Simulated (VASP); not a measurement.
# ZrC4 (I4/m) in VASP: further runs, part 2 of 2

VASP 6.6.1. Earlier steps stand in the parts before.

### 4 Single point, PBE

This run uses another cell than the first one, of 9.80 Å³/atom.

Input file INCAR:

```
SYSTEM = ZrC4
  PREC = Accurate
  ENCUT = 520
  EDIFF = 1E-6
  ISMEAR = 0
  SIGMA = 0.1
  LREAL = .FALSE.
  LASPH = .TRUE.
  NELM = 80
  ALGO = Normal
  ISIF = 2
  LWAVE = .FALSE.
  LCHARG = .FALSE.
  GGA = PE
  NBANDS = 22
```

Input file KPOINTS:

```
Automatic mesh
0
G
  14 14 14
  0 0 0
```

Input file POSCAR:

```
ZrC4
1.0
   -2.6952839293      2.6952839293      1.6860732481
    2.6952839293     -2.6952839293      1.6860732481
    2.6952839293      2.6952839293     -1.6860732481
Zr C
1 4
Direct
    0.0000000000      0.0000000000      0.0000000000
    0.4216075129      0.8900635757      0.3116710887
    0.1099364243      0.4216075129      0.5315439372
    0.8900635757      0.5783924871      0.4684560628
    0.5783924871      0.1099364243      0.6883289113
```

Potentials or basis: VASP PAW PBE potentials, release 64 (Zr_sv, C).

Started as:

```console
cat potpaw_PBE.64/Zr_sv/POTCAR potpaw_PBE.64/C/POTCAR > POTCAR
mpirun -np 1 vasp_std > vasp.out
```

OUTCAR:

```text
SYSTEM = ZrC4
   PREC = Accurate
   ENCUT = 520
   EDIFF = 1E-6
   ISMEAR = 0
   LREAL = .FALSE.
   LASPH = .TRUE.
   NELM = 80
   ISIF = 2
   GGA = PE

 ion  position               nearest neighbor table
   1  0.000  0.000  0.000-   3 2.35   4 2.35   5 2.35   2 2.35   4 2.73   3 2.73   4 2.73   3 2.73
                             5 2.73   2 2.73   2 2.73   5 2.73
   2  0.422  0.890  0.312-   5 1.46   3 1.98   4 1.98   3 1.98   4 1.98   1 2.35   1 2.73   1 2.73

   3  0.110  0.422  0.532-   4 1.46   2 1.98   5 1.98   2 1.98   5 1.98   1 2.35   1 2.73   1 2.73

   4  0.890  0.578  0.468-   3 1.46   5 1.98   2 1.98   5 1.98   2 1.98   1 2.35   1 2.73   1 2.73

   5  0.578  0.110  0.688-   2 1.46   4 1.98   3 1.98   4 1.98   3 1.98   1 2.35   1 2.73   1 2.73

  LATTYP: Found a body centered tetragonal cell.
 ALAT       =     5.3905678586
 C/A-ratio  =     0.6255642420

  Lattice vectors:

 A1 = (  -2.6952839293,   2.6952839293,   1.6860732481)
 A2 = (   2.6952839293,  -2.6952839293,   1.6860732481)
 A3 = (   2.6952839293,   2.6952839293,  -1.6860732481)

Analysis of symmetry for initial positions (statically):
=====================================================================
 Subroutine PRICEL returns:
 Original cell was already a primitive cell.

 Routine SETGRP: Setting up the symmetry group for a
 body centered tetragonal supercell.

 Subroutine GETGRP returns: Found  8 space group operations
 (whereof  8 operations were pure point group operations)
 out of a pool of 16 trial point group operations.

The static configuration has the point symmetry C_4h.

Analysis of symmetry for dynamics (positions and initial velocities):
=====================================================================
 Subroutine PRICEL returns:
 Original cell was already a primitive cell.

 Routine SETGRP: Setting up the symmetry group for a
[... 130 lines left out ...]
   IMIX   =      4    mixing-type and parameters
     AMIX     =   0.40;   BMIX     =  1.00
     AMIX_MAG =   1.60;   BMIX_MAG =  1.00
  volume/ion in A,a.u.               =       9.80        66.13
  Fermi-wavevector in a.u.,A,eV,Ry     =   1.358561  2.567307 25.112095  1.845687
  Thomas-Fermi vector in A             =   2.485383
   LORBIT       =      0    0 simple, 1 ext, 2 COOP (PROOUT), +10 PAW based schemes
   GGA     = PE    functional components
   LHFCALC =     F    Hartree Fock is set to
   AEXX    =    0.0000 exact exchange contribution
   IVDW    =     0    specifies the selected vdW correction
   LEPSILON=     F    determine dielectric tensor
   LRPA    =     F    only Hartree local field effects (RPA)
 non-spin polarized calculation
 Gauss-broadening in eV      SIGMA  =   0.10
  energy-cutoff  :      520.00
  volume of cell :       48.99
 maximum number of plane-waves:      1334
   NGX = 15   NGY = 15   NGZ = 15

 number of electron      27.9999997 magnetization

 Free energy of the ion-electron system (eV)
  ---------------------------------------------------
  ext. energy  EPLUGINS =         0.00000000
  ---------------------------------------------------
  free energy    TOTEN  =       -37.17999693 eV

  energy without entropy =      -37.17474889  energy(sigma->0) =      -37.17737291

 E-fermi :   8.6851     XC(G=0): -12.0036

 val. band max:        8.6837714106   @ k =  -0.3571   0.2143  -0.0714
 cond. band min:       8.6900112467   @ k =  -0.3571   0.1429   0.0000
 fundamental gap:      0.0062398361
 Fermi energy:         8.6850657605

 k-point     1 :       0.0000    0.0000    0.0000
  band No.  band energies     occupation
      1     -40.8767      2.00000
      2     -18.8928      2.00000
      3     -18.8928      2.00000
      4     -18.7181      2.00000
      5     -10.3010      2.00000
      6       0.0538      2.00000
[... 589 lines left out ...]
     21      14.6126      0.00000
     22      15.2069      0.00000

 [... further k-points ...]

------------------------ aborting loop because EDIFF is reached ----------------------------------------

  FORCE on cell =-STRESS in cart. coord.  units (eV):
  Direction    XX          YY          ZZ          XY          YZ          ZX
  --------------------------------------------------------------------------------------
  -------------------------------------------------------------------------------------
  Total        0.1419489      0.1419489      0.0767264      0.0000003     -0.0000000      0.0000000
  in kB        4.6419132      4.6419132      2.5090527      0.0000101     -0.0000000      0.0000000
  external PRESSURE =       3.9309597 kB  Pullay stress =       0.0000000 kB

 VOLUME and BASIS-vectors are now :
 -----------------------------------------------------------------------------
  energy-cutoff  :      520.00
  volume of cell :       48.99
      direct lattice vectors                 reciprocal lattice vectors
    -2.695283929  2.695283929  1.686073248     0.000000000  0.185509213  0.296547022
     2.695283929 -2.695283929  1.686073248     0.185509213  0.000000000  0.296547022
     2.695283929  2.695283929 -1.686073248     0.185509213  0.185509213  0.000000000

 POSITION                                       TOTAL-FORCE (eV/Angst)
 -----------------------------------------------------------------------------------
      0.00000      0.00000      0.00000         0.000000      0.000000      0.000000
      2.10266     -0.42258      1.68607        -0.064286     -0.039187      0.000000
      2.27270      0.59262      0.00000        -0.039187      0.064286     -0.000000
      0.42258      2.10266      1.68607         0.039187     -0.064286      0.000000
      0.59262      3.11786      0.00000         0.064286      0.039187     -0.000000
 -----------------------------------------------------------------------------------
    total drift:                               -0.000000     -0.000000      0.000000

  FREE ENERGIE OF THE ION-ELECTRON SYSTEM (eV)
  ---------------------------------------------------
  free  energy   TOTEN  =       -37.1799969334 eV

  energy  without entropy=      -37.1747488935  energy(sigma->0) =      -37.17737291
```

OSZICAR:

```text
N       E                     dE             d eps       ncg     rms          rms(c)
DAV:   1     0.154459442278E+03    0.15446E+03   -0.15037E+04 16544   0.125E+03
DAV:   2    -0.308154828393E+02   -0.18527E+03   -0.17710E+03 20172   0.297E+02
DAV:   3    -0.411584039555E+02   -0.10343E+02   -0.10147E+02 26992   0.599E+01
DAV:   4    -0.414151358689E+02   -0.25673E+00   -0.25618E+00 21286   0.823E+00
DAV:   5    -0.414221503497E+02   -0.70145E-02   -0.70130E-02 24778   0.117E+00    0.164E+01
DAV:   6    -0.371790430556E+02    0.42431E+01   -0.11440E+01 20270   0.192E+01    0.630E+00
DAV:   7    -0.371954269949E+02   -0.16384E-01   -0.88555E-01 23168   0.512E+00    0.408E+00
DAV:   8    -0.371802396877E+02    0.15187E-01   -0.11165E-01 20100   0.211E+00    0.252E-01
DAV:   9    -0.371797946522E+02    0.44504E-03   -0.10349E-02 22384   0.550E-01    0.181E-01
DAV:  10    -0.371800237882E+02   -0.22914E-03   -0.16745E-03 21558   0.295E-01    0.632E-02
DAV:  11    -0.371799945131E+02    0.29275E-04   -0.17073E-04 20658   0.941E-02    0.204E-02
DAV:  12    -0.371799967343E+02   -0.22212E-05   -0.15682E-05 21858   0.269E-02    0.506E-03
DAV:  13    -0.371799969334E+02   -0.19905E-06   -0.20508E-06 18072   0.963E-03
   1 F= -.37179997E+02 E0= -.37177373E+02  d E =-.524804E-02
```

stdout:

```text
POSCAR found type information on POSCAR ZrC
 POSCAR found :  2 types and       5 ions
 scaLAPACK will be used
 LDA part: xc-table for (Slater+PW92), standard interpolation
 POSCAR, INCAR and KPOINTS ok, starting setup
 FFT: planning ... GRIDC
 FFT: planning ... GRID_SOFT
 FFT: planning ... GRID
 WAVECAR not read
 entering main loop
```

Wall time 10 min (1 thread of AMD EPYC 7R13, shared host); peak memory 0.42 GiB.

Results:

```yaml
Free_energy: -37.1800 eV
Pressure: 0.4 GPa
Largest_force: 0.075 eV/Å
Band_gap_on_the_k_mesh: zero (bands 14 and 15 overlap by 2.11 eV)
```

Forces on the atoms (eV/Å):
```
Zr   0.000  0.000  0.000
C   -0.064 -0.039  0.000
C   -0.039  0.064  0.000
C    0.039 -0.064  0.000
C    0.064  0.039  0.000
```

Stress tensor (GPa, compression positive):
```
0.46 0.00 0.00
0.00 0.46 0.00
0.00 0.00 0.25
```

Levels at points of the mesh, in eV from the Fermi level:
```csv
k point,band 12,band 13,band 14,band 15,band 16,band 17
"(0.00, 0.00, 0.00)",-2.36,-1.27,-1.17,-1.17,-0.80,-0.80
"(0.50, 0.00, 0.00)",-2.62,-1.48,0.93,1.21,2.07,2.36
"(0.50, 0.50, 0.00)",-1.85,-1.14,-0.46,0.60,2.00,2.02
"(0.50, 0.50, 0.50)",-1.81,0.03,0.03,0.49,0.49,1.80
```

### 5 The runs side by side

```csv
task,cell,k mesh,cutoff (eV),gap on the mesh (eV),pressure (GPa),largest force (eV/Å)
single point,"a = 4.163 Å, angles 99.9, 99.9, 131.1°, 5 atoms, atomic positions A",6 × 6 × 6,520,none,0.4,0.04
relaxation of cell and atoms,"relaxed from a = 4.463 Å, angles 99.4, 99.4, 132.3°, 5 atoms, atomic positions B",6 × 6 × 6,600,none,-0.3,0.03
single point,"a = 4.168 Å, angles 99.4, 99.4, 132.3°, 5 atoms, atomic positions C",14 × 14 × 14,520,none,0.4,0.08
```

Alike in all rows: level PBE; potentials or basis VASP PAW PBE potentials, release 64 (Zr_sv, C); no spin polarisation; smearing gaussian 0.1 eV.

Caveats: some runs use coarse meshes; the volume moved by over 15 % at a fixed basis, so the end points are rough (at least some runs).

Absolute energies hang on the potentials; compare differences alone.
